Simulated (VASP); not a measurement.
# C in VASP: notebook

C is run at these levels: PBE+D3(BJ); tasks: single point.

Program: VASP 6.6.1. These are calculated values, not measurements. Logs are shortened: lines on timing, memory, paths and dates and some standing lists are left out, and cuts for length are marked.

## (1) The cell of the first run

The cell holds a slab with vacuum, 2 atoms: a = 2.614 Å, b = 2.614 Å, c = 26.002 Å, α = 90.00°, β = 90.00°, γ = 120.00°.

## (2) Single point, PBE+D3(BJ)

File INCAR:

```
SYSTEM = C
PREC     = Accurate       ! precision mode
ENCUT    = 520            ! plane-wave cutoff, eV
EDIFF    = 1E-7           ! SCF threshold, eV
ISMEAR   = 0              ! smearing method
SIGMA    = 0.1            ! smearing width, eV
LREAL    = .FALSE.        ! projectors in reciprocal space
LASPH    = .TRUE.         ! aspherical terms in the spheres
NELM     = 100            ! most SCF steps
ALGO     = Normal         ! electronic algorithm
ISIF     = 2              ! what is computed and relaxed
LWAVE    = .FALSE.        ! write WAVECAR
LCHARG   = .FALSE.        ! write CHGCAR
LDIPOL   = .TRUE.       
IDIPOL   = 3            
DIPOL    = 0.5 0.5 0.500
GGA      = PE             ! functional
IVDW     = 12             ! dispersion correction
NBANDS   = 11             ! bands
```

File KPOINTS:

```
Automatic mesh
0
G
  21 21 1
  0 0 0
```

File POSCAR:

```
C
1.0
    2.6140000000      0.0000000000      0.0000000000
   -1.3070000000      2.2637904055      0.0000000000
    0.0000000000      0.0000000000     26.0024170307
C
2
Direct
    0.6666666667      0.3333333333      0.5082492331
    0.3333333333      0.6666666667      0.4917507669
```

Potentials or basis: VASP PAW PBE potentials, release 64 (C).

Launch:

```bash
cat potpaw_PBE.64/C/POTCAR > POTCAR
mpirun -np 1 vasp_std > vasp.out
```

OUTCAR:

```text
SYSTEM = C
   PREC = Accurate
   ENCUT = 520
   EDIFF = 1E-7
   ISMEAR = 0
   LREAL = .FALSE.
   LASPH = .TRUE.
   NELM = 100
   ISIF = 2
   GGA = PE
   IVDW = 12
 IVDW          = 12

 ion  position               nearest neighbor table
   1  0.667  0.333  0.508-   2 1.57   2 1.57   2 1.57
   2  0.333  0.667  0.492-   1 1.57   1 1.57   1 1.57

  LATTYP: Found a hexagonal cell.
 ALAT       =     2.6140000000
 C/A-ratio  =     9.9473668824

  Lattice vectors:

 A1 = (   2.6140000000,   0.0000000000,   0.0000000000)
 A2 = (  -1.3070000000,   2.2637904055,   0.0000000000)
 A3 = (   0.0000000000,   0.0000000000,  26.0024170307)

Analysis of symmetry for initial positions (statically):
=====================================================================
 Subroutine PRICEL returns:
 Original cell was already a primitive cell.

 Routine SETGRP: Setting up the symmetry group for a
 hexagonal supercell.

 Subroutine GETGRP returns: Found 12 space group operations
 (whereof 12 operations were pure point group operations)
 out of a pool of 24 trial point group operations.

The static configuration has the point symmetry D_3d.

Analysis of symmetry for dynamics (positions and initial velocities):
=====================================================================
 Subroutine PRICEL returns:
 Original cell was already a primitive cell.

 Routine SETGRP: Setting up the symmetry group for a
 hexagonal supercell.

 Subroutine GETGRP returns: Found 12 space group operations
 (whereof 12 operations were pure point group operations)
 out of a pool of 24 trial point group operations.

The dynamic configuration has the point symmetry D_3d.

 Subroutine INISYM returns: Found 12 space group operations
 (whereof 12 operations are pure point group operations),
 and found     1 'primitive' translations

----------------------------------------------------------------------------------------

                                     Primitive cell

  volume of cell :     153.8706

  direct lattice vectors                    reciprocal lattice vectors
     2.614000000  0.000000000  0.000000000     0.382555471  0.220868504  0.000000000
    -1.307000000  2.263790405  0.000000000     0.000000000  0.441737008  0.000000000
     0.000000000  0.000000000 26.002417031     0.000000000  0.000000000  0.038457963

  length of vectors
     2.614000000  2.614000000 26.002417031     0.441737008  0.441737008  0.038457963

  position of ions in fractional coordinates (direct lattice)
     0.666666667  0.333333333  0.508249233
     0.333333333  0.666666667  0.491750767

  ion indices of the primitive-cell ions
   primitive index   ion index
                 1           1
                 2           2

----------------------------------------------------------------------------------------

 KPOINTS: Automatic mesh

Automatic generation of k-mesh.
 Grid dimensions read from file:
 generate k-points for:   21   21    1

 Generating k-lattice:

  Cartesian coordinates                     Fractional coordinates (reciprocal lattice)
     0.018216927  0.010517548  0.000000000     0.047619048  0.000000000  0.000000000
     0.000000000  0.021035096  0.000000000     0.000000000  0.047619048  0.000000000
     0.000000000  0.000000000  0.038457963     0.000000000  0.000000000  1.000000000

  Length of vectors
     0.021035096  0.021035096  0.038457963

  Shift w.r.t. Gamma in fractional coordinates (k-lattice)
     0.000000000  0.000000000  0.000000000

 Subroutine IBZKPT returns following result:
 ===========================================

 Found     48 irreducible k-points:

 Following reciprocal coordinates:
            Coordinates               Weight
  0.000000  0.000000  0.000000      1.000000
  0.047619  0.000000  0.000000      6.000000
  0.095238  0.000000  0.000000      6.000000
  0.142857  0.000000  0.000000      6.000000
  0.190476  0.000000  0.000000      6.000000
  0.238095  0.000000  0.000000      6.000000
[... 16 lines left out ...]
  0.142857  0.095238  0.000000     12.000000
  0.190476  0.095238  0.000000     12.000000
 [... further k-points ...]
   k-points           NKPTS =     48   k-points in BZ     NKDIM =     48   number of bands    NBANDS=     11
   number of dos      NEDOS =    301   number of ions     NIONS =      2
   total plane-waves  NPLWV =  78400
   dimension x,y,z NGX =    20 NGY =   20 NGZ =  196
   dimension x,y,z NGXF=    40 NGYF=   40 NGZF=  392
   ions per type =               2
   NGX,Y,Z   is equivalent  to a cutoff of  12.72, 12.72, 12.53 a.u.
   NGXF,Y,Z  is equivalent  to a cutoff of  25.44, 25.44, 25.06 a.u.
 SYSTEM =  C
   PREC   = accura    normal or accurate (medium, high low for compatibility)
   ISTART =      0    job   : 0-new  1-cont  2-samecut
   ICHARG =      2    charge: 1-file 2-atom 10-const
   ISPIN  =      1    spin polarized calculation?
   LNONCOLLINEAR =      F non collinear calculations
   LSORBIT =      F    spin-orbit coupling
   LASPH  =      T    aspherical Exc in radial PAW
   ENCUT  =  520.0 eV  38.22 Ry    6.18 a.u.   4.86  4.86 48.35*2*pi/ulx,y,z
   NELM   =    100;   NELMIN=  2; NELMDL= -5     # of ELM steps
   EDIFF  = 0.1E-06   stopping-criterion for ELM
   LREAL  =      F    real-space projection
   EDIFFG = 0.1E-05   stopping-criterion for IOM
   NSW    =      0    number of steps for IOM
   IBRION =     -1    ionic relax: 0-MD 1-quasi-New 2-CG
   NFREE  =      0    steps in history (QN), initial steepest desc. (CG)
   ISIF   =      2    stress and relaxation
   ISYM   =      2    0-nonsym 1-usesym 2-fastsym
   POTIM  = 0.5000    time-step for ionic-motion
   TEBEG  =    0.0;   TEEND  =   0.0 temperature during run
   PSTRESS=    0.0 pullay stress
   NELECT =       8.0000    total number of electrons
   NUPDOWN=      -1.0000    fix difference up-down
   EMIN   =  10.00;   EMAX   =-10.00  energy-range for DOS
   EFERMI =   0.00;   METHOD = LEGACY
   ISMEAR =     0;   SIGMA  =   0.10  broadening in eV -4-tet -1-fermi 0-gaus
   EFERMI_NEDOS =   21; number of points for ismear=-14 and -15
   IALGO  =     38    algorithm
   IMIX   =      4    mixing-type and parameters
     AMIX     =   0.40;   BMIX     =  1.00
     AMIX_MAG =   1.60;   BMIX_MAG =  1.00
  volume/ion in A,a.u.               =      76.94       519.18
  Fermi-wavevector in a.u.,A,eV,Ry     =   0.611017  1.154654  5.079616  0.373341
  Thomas-Fermi vector in A             =   1.666788
   LORBIT       =      0    0 simple, 1 ext, 2 COOP (PROOUT), +10 PAW based schemes
   GGA     = PE    functional components
   LHFCALC =     F    Hartree Fock is set to
   AEXX    =    0.0000 exact exchange contribution
   IVDW    =    12    specifies the selected vdW correction
   LEPSILON=     F    determine dielectric tensor
   LRPA    =     F    only Hartree local field effects (RPA)
 non-spin polarized calculation
 Gauss-broadening in eV      SIGMA  =   0.10
  energy-cutoff  :      520.00
  volume of cell :      153.87
 maximum number of plane-waves:      4227
 NGX is ok and might be reduce to    20
   NGX =  9   NGY =  9   NGZ = 97

 dipolmoment           0.000000      0.000000      0.000000 electrons x Angstroem

 number of electron       8.0000000 magnetization

 dipolmoment           0.000000      0.000000     -0.000000 electrons x Angstroem

 Free energy of the ion-electron system (eV)
  ---------------------------------------------------
  ext. energy  EPLUGINS =         0.00000000
  ---------------------------------------------------
  free energy    TOTEN  =       -16.56913828 eV

  energy without entropy =      -16.56862655  energy(sigma->0) =      -16.56888241

 E-fermi :  -4.0578     XC(G=0):  -1.6698

 val. band max:       -4.0577593908   @ k =   0.3333   0.3333   0.0000
 cond. band min:      -4.0577593862   @ k =   0.3333   0.3333   0.0000
 fundamental gap:      0.0000000046
 Fermi energy:        -4.0577593880

 k-point     1 :       0.0000    0.0000    0.0000
  band No.  band energies     occupation
      1     -21.3073      2.00000
      2      -9.9992      2.00000
      3      -5.5041      2.00000
      4      -5.5041      2.00000
      5      -1.1273      0.00000
      6       0.8820      0.00000
      7       1.1112      0.00000
      8       1.6129      0.00000
      9       1.6308      0.00000
     10       2.6317      0.00000
     11       2.8356      0.00000

 k-point     2 :       0.0476    0.0000    0.0000
  band No.  band energies     occupation
      1     -21.2580      2.00000
      2      -9.9466      2.00000
      3      -5.7381      2.00000
      4      -5.6015      2.00000
      5      -1.0882      0.00000
      6       0.9476      0.00000
      7       1.1763      0.00000
      8       1.6696      0.00000
      9       1.6969      0.00000
     10       2.6747      0.00000
     11       2.9015      0.00000

 k-point     3 :       0.0952    0.0000    0.0000
  band No.  band energies     occupation
      1     -21.1101      2.00000
      2      -9.7896      2.00000
      3      -6.3811      2.00000
      4      -5.8686      2.00000
      5      -0.9784      0.00000
      6       1.1440      0.00000
      7       1.3707      0.00000
      8       1.8347      0.00000
      9       1.8950      0.00000
     10       2.7899      0.00000
     11       3.0983      0.00000
[... 267 lines left out ...]
 k-point    23 :       0.1429    0.0952    0.0000
  band No.  band energies     occupation
      1     -20.3757      2.00000
      2      -9.0294      2.00000
      3      -8.5958      2.00000
      4      -7.1402      2.00000
      5      -0.6359      0.00000
      6       2.1207      0.00000
      7       2.2733      0.00000
      8       2.5574      0.00000
      9       2.8832      0.00000
     10       3.3509      0.00000
     11       4.0538      0.00000

 k-point    24 :       0.1905    0.0952    0.0000
  band No.  band energies     occupation
      1     -19.9394      2.00000
      2      -9.6729      2.00000
      3      -8.5591      2.00000
      4      -7.6461      2.00000
      5      -0.6377      0.00000
      6       2.6225      0.00000
      7       2.7081      0.00000
      8       3.0490      0.00000
      9       3.4742      0.00000
     10       3.6976      0.00000
     11       4.2422      0.00000

 [... further k-points ...]

------------------------ aborting loop because EDIFF is reached ----------------------------------------

 vacuum level on the upper side and lower side of the slab       (xc-potential included)        -0.009        -0.009

 Edisp (eV)   -0.16362

 E8    (eV) :    -0.0513

  FORCE on cell =-STRESS in cart. coord.  units (eV):
  Direction    XX          YY          ZZ          XY          YZ          ZX
  --------------------------------------------------------------------------------------
  -------------------------------------------------------------------------------------
  Total      -5.68110    -5.68110    -2.93192     0.00000     0.00000    -0.00000
  in kB     -59.15441   -59.15441   -30.52858     0.00000     0.00000    -0.00000
  external pressure =      -49.61 kB  Pullay stress =        0.00 kB

 VOLUME and BASIS-vectors are now :
 -----------------------------------------------------------------------------
  energy-cutoff  :      520.00
  volume of cell :      153.87
      direct lattice vectors                 reciprocal lattice vectors
     2.614000000  0.000000000  0.000000000     0.382555471  0.220868504  0.000000000
    -1.307000000  2.263790405  0.000000000     0.000000000  0.441737008  0.000000000
     0.000000000  0.000000000 26.002417031     0.000000000  0.000000000  0.038457963

 POSITION                                       TOTAL-FORCE (eV/Angst)
 -----------------------------------------------------------------------------------
      1.30700      0.75460     13.21571        -0.000000      0.000000     -6.812084
     -0.00000      1.50919     12.78671         0.000000     -0.000000      6.812084
 -----------------------------------------------------------------------------------
    total drift:                                0.000000      0.000000      0.000000

  FREE ENERGIE OF THE ION-ELECTRON SYSTEM (eV)
  ---------------------------------------------------
  free  energy   TOTEN  =       -16.7327542440 eV

  energy  without entropy=      -16.7322425074  energy(sigma->0) =      -16.73249838

 vacuum level on the upper side and lower side of the slab         1.073         1.073
```

Wall time 58 s (1 thread of Intel Xeon 6975P-C (Granite Rapids), shared host); peak memory 0.28 GiB.

Results:

```
Free energy                : -16.7328 eV
Largest force              : 6.812 eV/Å
Band gap on the k mesh     : zero (filled and empty bands touch)
Dispersion energy per atom : -0.082 eV
```

Forces in eV/Å, atoms in the order of the input:
```
C    0.000  0.000 -6.812
C    0.000  0.000  6.812
```

## (3) Single point, PBE+D3(BJ)

File INCAR:

```
PREC = Accurate
ENCUT = 520
EDIFF = 1E-6
ISMEAR = 0
SIGMA = 0.1
LREAL = F
LASPH = T
NELM = 80
ALGO = Normal
ISIF = 2
LWAVE = F
LCHARG = T
LDIPOL = T
IDIPOL = 3
DIPOL = 0.5 0.5 0.500
GGA = PE
IVDW = 12
LELF = T
LVHAR = T
LVACPOTAV = T
NBANDS = 11
```

File KPOINTS:

```
Automatic mesh
0
Gamma
  21 21 1
```

File POSCAR:

```
C
1.0
    2.6140000000      0.0000000000      0.0000000000
   -1.3070000000      2.2637904055      0.0000000000
    0.0000000000      0.0000000000     26.0024170307
C
2
Direct
    0.6666666667      0.3333333333      0.5137294929
    0.3333333333      0.6666666667      0.4862705071
```

Potentials or basis: VASP PAW PBE potentials, release 64 (C).

Launch:

```bash
cat potpaw_PBE.64/C/POTCAR > POTCAR
mpirun -np 1 vasp_std > vasp.out
```

It took 59 s on 1 thread of Intel Xeon 6975P-C (Granite Rapids), shared host; peak memory 0.28 GiB.

The run converged. Its results:

| Item | Value |
| --- | --- |
| Free energy | -14.2205 eV |
| Largest force | 10.258 eV/Å |
| Band gap on the k mesh | zero (band 4 reaches -3.80 eV, above the bottom of band 5 at -4.53 eV) |
| Dispersion energy per atom | -0.082 eV |

Forces on the atoms (eV/Å):
```
C     0.000   0.000 -10.258
C     0.000   0.000  10.258
```

Levels at points of the mesh, in eV from the Fermi level:
```csv
k point,band 1,band 2,band 3,band 4,band 5,band 6,band 7,band 8,band 9
"(0.00, 0.00, 0.00)",-16.34,-6.03,0.26,0.26,1.11,4.94,5.09,5.47,5.66
```

## (4) Single point, PBE+D3(BJ)

File INCAR:

```
ALGO = Normal
DIPOL = 0.5 0.5 0.500
EDIFF = 1E-6
ENCUT = 520
GGA = PE
IDIPOL = 3
ISIF = 2
ISMEAR = 0
IVDW = 12
LASPH = T
LCHARG = F
LDIPOL = T
LREAL = F
LWAVE = F
NBANDS = 11
NELM = 100
PREC = Accurate
SIGMA = 0.1
```

File KPOINTS:

```
k-points
0
Gamma
  21 21 1
```

File POSCAR:

```
C
1.0
    2.6140000000      0.0000000000      0.0000000000
   -1.3070000000      2.2637904055      0.0000000000
    0.0000000000      0.0000000000     26.0024170307
C
2
Direct
    0.6666666667      0.3333333333      0.5192289817
    0.3333333333      0.6666666667      0.4807710183
```

Launch:

```bash
cat potpaw_PBE.64/C/POTCAR > POTCAR
mpirun -np 1 vasp_std > vasp.out
```

Run time: 55 s. Hardware: 1 thread of Intel Xeon 6975P-C (Granite Rapids), shared host; peak memory 0.28 GiB.

Results (log left out):

```
Free energy                : -11.4718 eV
Largest force              : 8.220 eV/Å
Band gap on the k mesh     : zero (band 4 reaches -2.97 eV, above the bottom of band 5 at -5.44 eV)
Dispersion energy per atom : -0.083 eV
```

Forces in eV/Å, atoms in the order of the input:
```
C    0.000  0.000 -8.220
C    0.000  0.000  8.220
```

Levels at points of the mesh, in eV from the Fermi level:
```tsv
k point	band 1	band 2	band 3	band 4	band 5	band 6	band 7	band 8
(0.00, 0.00, 0.00)	-15.38	-6.28	-0.15	1.76	1.76	5.55	5.76	6.10
```
